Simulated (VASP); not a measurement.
A run of VASP 6.6.1 is set up as follows.

Contents of POSCAR:

```
SnO
1.0
    3.8205604524      0.0000000000      0.0000000000
    0.0000000000      3.8205604524      0.0000000000
    0.0000000000      0.0000000000     30.6334027017
Sn O
2 2
Direct
    0.5000000000      0.0000000000      0.4614138404
    0.0000000000      0.5000000000      0.5385861596
    0.0000000000      0.0000000000      0.5000000000
    0.5000000000      0.5000000000      0.5000000000
```

File INCAR.step1:

```
PREC = Accurate ; ENCUT = 520
ISMEAR = 0 ; SIGMA = 0.02
LREAL = F ; LASPH = T
NELM = 100 ; LDIPOL = T
IDIPOL = 3 ; DIPOL = 0.5 0.5 0.500
NBANDS = 28 ; GGA = PE
ALGO = Normal ; EDIFF = 1E-4
LWAVE = T ; LCHARG = F
```

INCAR.step2

```
PREC = Accurate ; ENCUT = 520
EDIFF = 1E-6 ; ISMEAR = 0
SIGMA = 0.02 ; LREAL = F
LASPH = T ; NELM = 100
ALGO = Normal ; ISIF = 2
LWAVE = F ; LCHARG = T
LDIPOL = T ; IDIPOL = 3
DIPOL = 0.5 0.5 0.500 ; METAGGA = R2SCAN
LMIXTAU = T ; LELF = T
LVHAR = T ; LVACPOTAV = T
NBANDS = 28 ; ISTART = 1
```

KPOINTS

```
Automatic mesh
0
Gamma
  6 6 1
```

Potentials or basis: VASP PAW PBE potentials, release 64 (Sn_d, O).

Command:

```console
$ cat potpaw_PBE.64/Sn_d/POTCAR potpaw_PBE.64/O/POTCAR > POTCAR
$ cp INCAR.step1 INCAR
$ mpirun -np 1 vasp_std > vasp.out
$ cp INCAR.step2 INCAR
$ mpirun -np 1 vasp_std > vasp.out
```

Estimate the largest force.

0.351 eV/Å.

Estimate the band gap on the k mesh.

3.45 eV, indirect (least direct gap 3.66 eV).

Forces on the atoms (eV/Å):
```
Sn   0.000  0.000  0.351
Sn   0.000  0.000 -0.351
O    0.000  0.000  0.000
O    0.000  0.000  0.000
```

Caveat: the PAW data sets were made with another functional, which shifts forces and pressure a little; spin-orbit coupling is left out, which moves the levels of the heavy elements.
